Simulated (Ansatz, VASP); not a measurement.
## Co in VASP and in Ansatz

```
Co
1.0
     2.43659    0.00000    0.00000
    -1.21829    2.11015    0.00000
     0.00000    0.00000    3.98034
Co
2
Direct
  0.33333 0.66667 0.74014
  0.66667 0.33333 0.25986
```

Alike in both runs: task single point; functional r2SCAN; k mesh 12 × 12 × 7; occupations fermi-dirac, width 0.05 eV; collinear spin.

|  | VASP | Ansatz |
| --- | --- | --- |
| version | VASP 6.6.1 | Ansatz 0.2.0 |
| potentials or method | VASP PAW PBE potentials, release 64 (Co) | Ansatz PAW |
| plane-wave cutoff (eV) | 520 | 500 |
| valence electrons in the cell | 18 | 34 |

Ansatz gave:

| Property | Result |
| --- | --- |
| gap on the k mesh at the Fermi level (eV) | none |
| pressure (GPa) | 11.6 |
| traceless stress, the component that is largest in VASP (GPa) | 0.03 |
| rms of the force components (eV/Å) | 0.235 |
| net moment per atom (μB) | 1.76 |
| size of the moment on the site where the two differ most (μB) | 1.89 |

Q: Which values does VASP return?

A: gap on the k mesh at the Fermi level (eV): none; pressure (GPa): 11.3; traceless stress, the component that is largest in VASP (GPa): -0.16; rms of the force components (eV/Å): 0.236; net moment per atom (μB): 1.74; size of the moment on the site where the two differ most (μB): 1.79.

VASP's potentials were made for PBE, not for r2SCAN. Site moments also hang on the region over which each program counts them. Atom by atom the forces differ by 0.001 eV/Å (rms over components). A gap of «none» marks a metal or a gap that the smearing closes. With one functional, cell and mesh, what is left measures potentials, basis and numerics. VASP's potentials hold 18 valence electrons a cell and Ansatz's 34, so a difference there can come from the potentials and not from the codes.

Noted on Ansatz's run: the magnetic or orbital state may not be the lowest.
